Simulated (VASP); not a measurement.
Crystal: SnO2.

```xyz
3
Lattice="0.0000 2.5335 2.6247 2.5335 0.0000 2.6247 2.5335 2.5335 0.0000" Properties=species:S:1:pos:R:3 pbc="T T T"
Sn    0.0000    0.0000    0.0000
O     1.2667    1.2667    1.3123
O     3.8002    3.8002    3.9370
```

This cell differs from its parent crystal: uniaxial z strain +3.6%.

Base run:

| Item | Value |
| --- | --- |
| Program | VASP 6.6.1 |
| Functional | r2SCAN |
| Potentials or basis | VASP PAW PBE potentials, release 64 (Sn_d, O) |
| Cutoff | 520 eV |
| k mesh | 8 × 8 × 8 |
| Occupations | fermi-dirac, width 0.02 eV |
| Spin | no spin polarisation |

Its results: band gap on the k mesh 0.30 eV (least direct gap 1.61 eV); pressure -6.1 GPa.

Problem. The run is repeated on the same cell with these changes: functional from r2SCAN to PBE. What comes out?

Solution. Band gap on the k mesh zero (bands 13 and 14 overlap by 0.25 eV); pressure 2.6 GPa.

Caveats: spin-orbit coupling is left out, which moves the levels of the heavy elements; the cell stands under tension (at least some runs); the PAW data sets were made with another functional, which shifts forces and pressure a little (at least some runs); semilocal functionals underestimate gaps, so a narrow gap can read as zero (at least some runs).

A k mesh can miss the band edges.
